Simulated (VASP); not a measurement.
# Ta6F in VASP: further runs, part 2 of 3

VASP 6.6.1. Earlier steps stand in the parts before.

**3. Single point, LDA, collinear spin, ferromagnetic start**

INCAR reads:

```
  ALGO = Normal
  DIPOL = 0.5 0.5 0.334
  EDIFF = 1E-6
  ENCUT = 520
  GGA = CA
  IDIPOL = 3
  ISIF = 2
  ISMEAR = 0
  ISPIN = 2
  LASPH = T
  LCHARG = F
  LDIPOL = T
  LMAXMIX = 4
  LORBIT = 11
  LREAL = F
  LWAVE = F
  MAGMOM = 0 0 0 0 0 0 1
  NBANDS = 50
  NELM = 150
  PREC = Accurate
  SIGMA = 0.1
```

KPOINTS reads:

```
k-points
0
Gamma
  6 6 1
```

POSCAR reads:

```
Ta6F
1.0
    4.6002247516      0.0000000000      0.0000000000
   -2.3001123758      3.9839114980      0.0000000000
    0.0000000000      0.0000000000     21.4017722141
Ta F
6 1
Direct
    0.6666666667      0.3333333333      0.1869004099
    0.3333333333      0.6666666667      0.2307760729
    0.0000000000      0.0000000000      0.2746517360
    0.6666666667      0.3333333333      0.3157775353
    0.3333333333      0.6666666667      0.3543568624
    0.0000000000      0.0000000000      0.3925736677
    0.0000000000      0.0000000000      0.5808758307
```

Potentials or basis: VASP PAW LDA potentials, release 64 (Ta_pv, F).

Run with:

```console
> cat potpaw_LDA.64/Ta_pv/POTCAR potpaw_LDA.64/F/POTCAR > POTCAR
> mpirun -np 1 vasp_std > vasp.out
```

OUTCAR:

```text
EDIFF = 1E-6
   ENCUT = 520
   GGA = CA
   ISIF = 2
   ISMEAR = 0
   ISPIN = 2
   LASPH = T
   LORBIT = 11
   LREAL = F
   NELM = 150
   PREC = Accurate

 ion  position               nearest neighbor table
   1  0.667  0.333  0.187-   4 2.76   2 2.82   2 2.82   2 2.82   3 3.25   3 3.25   3 3.25
   2  0.333  0.667  0.231-   5 2.64   1 2.82   1 2.82   3 2.82   1 2.82   3 2.82   3 2.82   4 3.22
                             4 3.22   4 3.22
   3  0.000  0.000  0.275-   6 2.52   4 2.80   4 2.80   4 2.80   2 2.82   2 2.82   2 2.82   5 3.16
                             5 3.16   5 3.16   1 3.25   1 3.25   1 3.25
   4  0.667  0.333  0.316-   1 2.76   5 2.78   5 2.78   5 2.78   3 2.80   3 2.80   3 2.80   6 3.12
                             6 3.12   6 3.12   2 3.22   2 3.22   2 3.22
   5  0.333  0.667  0.354-   2 2.64   6 2.78   6 2.78   6 2.78   4 2.78   4 2.78   4 2.78   3 3.16
                             3 3.16   3 3.16
   6  0.000  0.000  0.393-   3 2.52   5 2.78   5 2.78   5 2.78   4 3.12   4 3.12   4 3.12
   7  0.000  0.000  0.581-

  LATTYP: Found a hexagonal cell.
 ALAT       =     4.6002247516
 C/A-ratio  =     4.6523318685

  Lattice vectors:

 A1 = (   4.6002247516,   0.0000000000,   0.0000000000)
 A2 = (  -2.3001123758,   3.9839114980,   0.0000000000)
 A3 = (   0.0000000000,   0.0000000000,  21.4017722141)

Analysis of symmetry for initial positions (statically):
=====================================================================
 Subroutine PRICEL returns:
 Original cell was already a primitive cell.

 Routine SETGRP: Setting up the symmetry group for a
 hexagonal supercell.

 Subroutine GETGRP returns: Found  6 space group operations
 (whereof  6 operations were pure point group operations)
 out of a pool of 24 trial point group operations.

The static configuration has the point symmetry C_3v.

Analysis of symmetry for dynamics (positions and initial velocities):
=====================================================================
 Subroutine PRICEL returns:
 Original cell was already a primitive cell.

 Routine SETGRP: Setting up the symmetry group for a
 hexagonal supercell.

 Subroutine GETGRP returns: Found  6 space group operations
 (whereof  6 operations were pure point group operations)
 out of a pool of 24 trial point group operations.

The dynamic configuration has the point symmetry C_3v.

Analysis of structural, dynamic, and magnetic symmetry:
=====================================================================
 Subroutine PRICEL returns:
 Original cell was already a primitive cell.

 Routine SETGRP: Setting up the symmetry group for a
 hexagonal supercell.

 Subroutine GETGRP returns: Found  6 space group operations
 (whereof  6 operations were pure point group operations)
 out of a pool of 24 trial point group operations.

The overall configuration has the point symmetry C_3v.

 Subroutine INISYM returns: Found  6 space group operations
 (whereof  6 operations are pure point group operations),
 and found     1 'primitive' translations

----------------------------------------------------------------------------------------

                                     Primitive cell

  volume of cell :     392.2279

  direct lattice vectors                    reciprocal lattice vectors
     4.600224752  0.000000000  0.000000000     0.217380683  0.125504796  0.000000000
[... 97 lines left out ...]
     AMIX     =   0.40;   BMIX     =  1.00
     AMIX_MAG =   1.60;   BMIX_MAG =  1.00
  volume/ion in A,a.u.               =      56.03       378.13
  Fermi-wavevector in a.u.,A,eV,Ry     =   0.934694  1.766316 11.886778  0.873654
  Thomas-Fermi vector in A             =   2.061525
   LORBIT       =     11    0 simple, 1 ext, 2 COOP (PROOUT), +10 PAW based schemes
   GGA     = CA    functional components
   LHFCALC =     F    Hartree Fock is set to
   AEXX    =    0.0000 exact exchange contribution
   IVDW    =     0    specifies the selected vdW correction
   LEPSILON=     F    determine dielectric tensor
   LRPA    =     F    only Hartree local field effects (RPA)
 spin polarized calculation
 Gauss-broadening in eV      SIGMA  =   0.10
  energy-cutoff  :      520.00
  volume of cell :      392.23
 maximum number of plane-waves:     10669
 NGX is ok and might be reduce to    36
   NGX = 17   NGY = 17   NGZ = 79

 dipolmoment           0.000000      0.000000     -0.048068 electrons x Angstroem

 number of electron      72.9999999 magnetization       0.7085129

 dipolmoment           0.000000      0.000000      0.647726 electrons x Angstroem

 Free energy of the ion-electron system (eV)
  ---------------------------------------------------
  ext. energy  EPLUGINS =         0.00000000
  ---------------------------------------------------
  free energy    TOTEN  =       -71.08537495 eV

  energy without entropy =      -70.99790332  energy(sigma->0) =      -71.04163913

 E-fermi :  -2.9883     XC(G=0):  -5.0280

 val. band max:       -2.9971624741   @ k =   0.3333   0.0000   0.0000
 cond. band min:      -2.9867527589   @ k =   0.1667   0.0000   0.0000
 fundamental gap:      0.0104097152
 Fermi energy:        -2.9883059990

 spin component 1

 k-point     1 :       0.0000    0.0000    0.0000
  band No.  band energies     occupation
      1     -37.4917      1.00000
      2     -37.3991      1.00000
      3     -37.1301      1.00000
      4     -37.1301      1.00000
      5     -37.0536      1.00000
      6     -37.0536      1.00000
[... 346 lines left out ...]
     47      -0.3501      0.00000
     48      -0.1520      0.00000
 Fermi energy:        -2.9883059990

 spin component 2

 k-point     1 :       0.0000    0.0000    0.0000
  band No.  band energies     occupation
      1     -37.4943      1.00000
      2     -37.3989      1.00000
      3     -37.1269      1.00000
      4     -37.1269      1.00000
      5     -37.0559      1.00000
      6     -37.0559      1.00000
[... 346 lines left out ...]
     47      -0.3495      0.00000
     48      -0.1539      0.00000
 [bands above 48 left out]

------------------------ aborting loop because EDIFF is reached ----------------------------------------

 vacuum level on the upper side and lower side of the slab       (xc-potential included)         2.973        -3.273

  FORCE on cell =-STRESS in cart. coord.  units (eV):
  Direction    XX          YY          ZZ          XY          YZ          ZX
  --------------------------------------------------------------------------------------
  -------------------------------------------------------------------------------------
  Total       -4.9653475     -4.9653475     -4.7773545      0.0000000      0.0000000      0.0000000
  in kB      -20.2825129    -20.2825129    -19.5145967      0.0000000      0.0000000      0.0000000
  external PRESSURE =     -20.0265409 kB  Pullay stress =       0.0000000 kB

 VOLUME and BASIS-vectors are now :
 -----------------------------------------------------------------------------
  energy-cutoff  :      520.00
  volume of cell :      392.23
      direct lattice vectors                 reciprocal lattice vectors
     4.600224752  0.000000000  0.000000000     0.217380683  0.125504796  0.000000000
    -2.300112376  3.983911498  0.000000000     0.000000000  0.251009592  0.000000000
     0.000000000  0.000000000 21.401772214     0.000000000  0.000000000  0.046725102

 POSITION                                       TOTAL-FORCE (eV/Angst)
 -----------------------------------------------------------------------------------
      2.30011      1.32797      4.00000         0.000000     -0.000000      2.144779
     -0.00000      2.65594      4.93902         0.000000      0.000000     -0.354294
      0.00000      0.00000      5.87803         0.000000      0.000000     -2.248983
      2.30011      1.32797      6.75820         0.000000      0.000000     -0.000232
     -0.00000      2.65594      7.58386        -0.000000     -0.000000     -0.067246
      0.00000      0.00000      8.40177        -0.000000      0.000000      1.101577
      0.00000      0.00000     12.43177        -0.000000      0.000000     -0.575601
 -----------------------------------------------------------------------------------
    total drift:                               -0.000000      0.000000     -0.002050

  FREE ENERGIE OF THE ION-ELECTRON SYSTEM (eV)
  ---------------------------------------------------
  free  energy   TOTEN  =       -71.0853749494 eV

  energy  without entropy=      -70.9979033191  energy(sigma->0) =      -71.04163913

 vacuum level on the upper side and lower side of the slab         7.019         0.615

 total charge

# of ion       s       p       d       tot
------------------------------------------
    1        0.395   6.012   2.426   8.833
    2        0.401   6.113   2.552   9.066
    3        0.391   6.175   2.508   9.074
    4        0.381   6.180   2.454   9.015
    5        0.412   6.122   2.585   9.119
    6        0.411   6.029   2.508   8.949
    7        1.744   4.081   0.000   5.825
--------------------------------------------------
tot          4.136  40.712  15.034  59.882

 magnetization (x)

# of ion       s       p       d       tot
------------------------------------------
    1        0.000   0.000   0.005   0.005
    2        0.000   0.000   0.004   0.004
    3        0.000   0.000   0.002   0.002
    4        0.000  -0.000   0.001   0.001
    5       -0.000  -0.000   0.000   0.000
    6       -0.000  -0.000  -0.007  -0.008
    7        0.003   0.598   0.000   0.601
--------------------------------------------------
tot          0.003   0.598   0.006   0.607
```

Wall time 17 min (1 thread of Intel Xeon Platinum 8488C (Sapphire Rapids), shared host); peak memory 0.53 GiB.

What came out:

* Free energy: -71.0854 eV
* Largest force: 2.249 eV/Å
* Net moment: 0.71 μB per cell
* Site moments: Ta +0.01, +0.00, -0.01; F +0.60 μB
* Valence electrons inside the program's atomic spheres: Ta 8.83, 9.07, 9.02, 9.12, 8.95; F 5.83

Forces in eV/Å, atoms in the order of the input:
```
Ta   0.000  0.000  2.145
Ta   0.000  0.000 -0.354
Ta   0.000  0.000 -2.249
Ta   0.000  0.000  0.000
Ta   0.000  0.000 -0.067
Ta   0.000  0.000  1.102
F    0.000  0.000 -0.576
```

Levels at points of the mesh, in eV from the Fermi level:
Spin up:
| k point | band 33 | band 34 | band 35 | band 36 | band 37 | band 38 | band 39 | band 40 | band 41 | band 42 |
| --- | --- | --- | --- | --- | --- | --- | --- | --- | --- | --- |
| (0.00, 0.00, 0.00) | -0.91 | -0.89 | -0.89 | -0.30 | -0.30 | 0.24 | 0.29 | 0.29 | 0.57 | 2.48 |
| (0.50, 0.00, 0.00) | -0.95 | -0.94 | -0.88 | -0.39 | -0.25 | 0.36 | 0.43 | 1.05 | 1.21 | 1.32 |
Spin down:
```csv
k point,band 35,band 36,band 37,band 38,band 39,band 40
"(0.00, 0.00, 0.00)",-0.20,0.01,0.01,0.24,0.29,0.29
"(0.50, 0.00, 0.00)",-0.15,-0.09,-0.01,0.36,0.44,1.05
```

Caveat: spin-orbit coupling is left out, which moves the levels of the heavy elements.

**4. Single point, LDA, collinear spin, ferromagnetic start**

INCAR reads:

```
PREC = Accurate
ENCUT = 520
EDIFF = 1E-6
ISMEAR = 0
SIGMA = 0.1
LREAL = F
LASPH = T
NELM = 150
ALGO = Normal
ISIF = 2
LWAVE = F
LCHARG = F
ISPIN = 2
MAGMOM = 0 0 0 0 0 0 1
LORBIT = 11
LMAXMIX = 4
LDIPOL = T
IDIPOL = 3
DIPOL = 0.5 0.5 0.308
GGA = CA
NBANDS = 50
```

KPOINTS reads:

```
Automatic mesh
0
Gamma
  6 6 1
```

Changes to POSCAR since step 3:

```diff
@@ -14,2 +14,2 @@
     0.0000000000      0.0000000000      0.3925736677
-    0.0000000000      0.0000000000      0.5808758307
+    0.6666666667     -0.6666666667      0.4005169352
```

Run with:

```console
> cat potpaw_LDA.64/Ta_pv/POTCAR potpaw_LDA.64/F/POTCAR > POTCAR
> mpirun -np 1 vasp_std > vasp.out
```

It took 8.4 min on 1 thread of AMD EPYC 7R13 (Zen 3), shared host; peak memory 0.49 GiB.

It converged, with:

```
Free energy                                           : -73.8038 eV
Largest force                                         : 6.550 eV/Å
Net moment                                            : 0.00 μB per cell
Valence electrons inside the program's atomic spheres : Ta 8.83, 9.06, 9.07, 9.19, 9.17, 9.01; F 6.09
```

Forces on the atoms (eV/Å):
```
Ta   0.000  0.000  1.317
Ta   0.000  0.000  0.061
Ta   0.000  0.000 -2.203
Ta   0.000  0.000 -6.100
Ta   0.000  0.000  0.082
Ta   0.000  0.000  0.292
F    0.000  0.000  6.550
```

Levels at points of the mesh, in eV from the Fermi level:
Spin up:
| k point | band 35 | band 36 | band 37 | band 38 | band 39 | band 40 |
| --- | --- | --- | --- | --- | --- | --- |
| (0.00, 0.00, 0.00) | -0.51 | -0.07 | 0.07 | 0.07 | 0.32 | 0.33 |
| (0.50, 0.00, 0.00) | -0.55 | -0.35 | -0.09 | 0.34 | 0.81 | 0.87 |
Spin down:
| k point | band 34 | band 35 | band 36 | band 37 | band 38 | band 39 | band 40 | band 41 |
| --- | --- | --- | --- | --- | --- | --- | --- | --- |
| (0.00, 0.00, 0.00) | -0.51 | -0.51 | -0.07 | 0.07 | 0.07 | 0.32 | 0.33 | 0.33 |
| (0.50, 0.00, 0.00) | -0.83 | -0.55 | -0.35 | -0.09 | 0.34 | 0.81 | 0.87 | 1.19 |

Caveat: spin-orbit coupling is left out, which moves the levels of the heavy elements.

**5. Single point, LDA, collinear spin, ferromagnetic start**

INCAR reads:

```
PREC = Accurate ; ENCUT = 520
EDIFF = 1E-6 ; ISMEAR = 0
SIGMA = 0.1 ; LREAL = F
LASPH = T ; NELM = 150
ALGO = Normal ; ISIF = 2
LWAVE = F ; LCHARG = T
ISPIN = 2 ; MAGMOM = 0 0 0 0 0 0 1
LORBIT = 11 ; LMAXMIX = 4
LDIPOL = T ; IDIPOL = 3
DIPOL = 0.5 0.5 0.319 ; LELF = T
LVHAR = T ; LVACPOTAV = T
NBANDS = 50
```

KPOINTS is that of step 4.

Changes to POSCAR since step 4:

```diff
@@ -14,2 +14,2 @@
     0.0000000000      0.0000000000      0.3925736677
-    0.6666666667     -0.6666666667      0.4005169352
+    0.3333333333     -0.3333333333      0.4799496094
```

Run with:

```console
> cat potpaw_LDA.64/Ta_pv/POTCAR potpaw_LDA.64/F/POTCAR > POTCAR
> mpirun -np 1 vasp_std > vasp.out
```

Wall time 13 min (1 thread of Intel Xeon Platinum 8375C at 2.90GHz (Ice Lake), shared host); peak memory 0.52 GiB.

Results (log left out):

| Property | Result |
| --- | --- |
| Free energy | -74.4180 eV |
| Largest force | 2.854 eV/Å |
| Net moment | 0.00 μB per cell |
| Valence electrons inside the program's atomic spheres | Ta 8.83, 9.08, 9.07, 9.02, 9.06, 8.89; F 5.93 |

Forces on the atoms (eV/Å):
```
Ta   0.000  0.000  2.068
Ta   0.000  0.000 -0.774
Ta   0.000  0.000 -2.155
Ta   0.000  0.000 -0.235
Ta   0.000  0.000  2.186
Ta   0.000  0.000  1.764
F    0.000  0.000 -2.854
```

Levels at points of the mesh, in eV from the Fermi level:
Spin up:
| k point | band 33 | band 34 | band 35 | band 36 | band 37 | band 38 | band 39 | band 40 | band 41 | band 42 |
| --- | --- | --- | --- | --- | --- | --- | --- | --- | --- | --- |
| (0.00, 0.00, 0.00) | -0.80 | -0.80 | -0.72 | -0.26 | -0.26 | 0.24 | 0.34 | 0.34 | 1.23 | 2.48 |
| (0.50, 0.00, 0.00) | -1.16 | -0.93 | -0.80 | -0.23 | -0.04 | 0.43 | 0.67 | 1.23 | 1.40 | 1.41 |
Spin down:
```csv
k point,band 35,band 36,band 37,band 38,band 39,band 40
"(0.00, 0.00, 0.00)",-0.72,-0.26,-0.26,0.24,0.34,0.34
"(0.50, 0.00, 0.00)",-0.80,-0.23,-0.04,0.43,0.67,1.23
```

Caveat: spin-orbit coupling is left out, which moves the levels of the heavy elements.

**6. Single point, LDA, collinear spin, ferromagnetic start**

INCAR reads:

```
SYSTEM = Ta6F
  PREC = Accurate
  ENCUT = 520
  EDIFF = 1E-7
  ISMEAR = 0
  SIGMA = 0.1
  LREAL = .False.
  LASPH = .True.
  NELM = 150
  ALGO = Normal
  ISIF = 2
  LWAVE = .False.
  LCHARG = .False.
  ISPIN = 2
  MAGMOM = 0 0 0 0 0 0 1
  LORBIT = 11
  LMAXMIX = 4
  LDIPOL = .True.
  IDIPOL = 3
  DIPOL = 0.5 0.5 0.334
  GGA = CA
  NBANDS = 50
```

KPOINTS reads:

```
Automatic mesh
0
Gamma
  6 6 1
  0 0 0
```

Changes to POSCAR since step 5:

```diff
@@ -14,2 +14,2 @@
     0.0000000000      0.0000000000      0.3925736677
-    0.3333333333     -0.3333333333      0.4799496094
+    0.3333333333     -0.3333333333      0.5808758307
```

Potentials or basis: VASP PAW LDA potentials, release 64 (Ta_pv, F).

Run with:

```console
> cat potpaw_LDA.64/Ta_pv/POTCAR potpaw_LDA.64/F/POTCAR > POTCAR
> mpirun -np 1 vasp_std > vasp.out
```

Wall time 12 min (1 thread of Intel Xeon 6975P-C (Granite Rapids), shared host); peak memory 0.54 GiB.

The run converged. Its results:

| Property | Result |
| --- | --- |
| Free energy | -70.8528 eV |
| Largest force | 2.218 eV/Å |
| Band gap on the k mesh | 0.04 eV, indirect (least direct gap 0.13 eV) |
| Net moment | 0.00 μB per cell |
| Valence electrons inside the program's atomic spheres | Ta 8.83, 9.07, 9.02, 9.12, 8.95; F 5.83 |

Forces in eV/Å, atoms in the order of the input:
```
Ta   0.000  0.000  2.144
Ta   0.000  0.000 -0.367
Ta   0.000  0.000 -2.218
Ta   0.000  0.000 -0.002
Ta   0.000  0.000 -0.026
Ta   0.000  0.000  0.968
F    0.000  0.000 -0.498
```

Levels at points of the mesh, in eV from the valence-band top:
Spin up:
| k point | band 33 | band 34 | band 35 | band 36 | band 37 | band 38 | band 39 | band 40 | band 41 | band 42 |
| --- | --- | --- | --- | --- | --- | --- | --- | --- | --- | --- |
| (0.00, 0.00, 0.00) | -0.29 | -0.29 | -0.14 | -0.04 | -0.04 | 0.24 | 0.29 | 0.29 | 0.59 | 2.48 |
| (0.50, 0.00, 0.00) | -0.39 | -0.24 | -0.13 | -0.09 | -0.06 | 0.36 | 0.44 | 1.06 | 1.22 | 1.33 |
Spin down:
```tsv
k point	band 33	band 34	band 35	band 36	band 37	band 38	band 39	band 40	band 41	band 42
(0.00, 0.00, 0.00)	-0.29	-0.29	-0.14	-0.04	-0.04	0.24	0.29	0.29	0.59	2.48
(0.50, 0.00, 0.00)	-0.39	-0.24	-0.13	-0.09	-0.06	0.36	0.44	1.06	1.22	1.33
```

Caveat: spin-orbit coupling is left out, which moves the levels of the heavy elements.

(Part 2 of 3 ends here.)
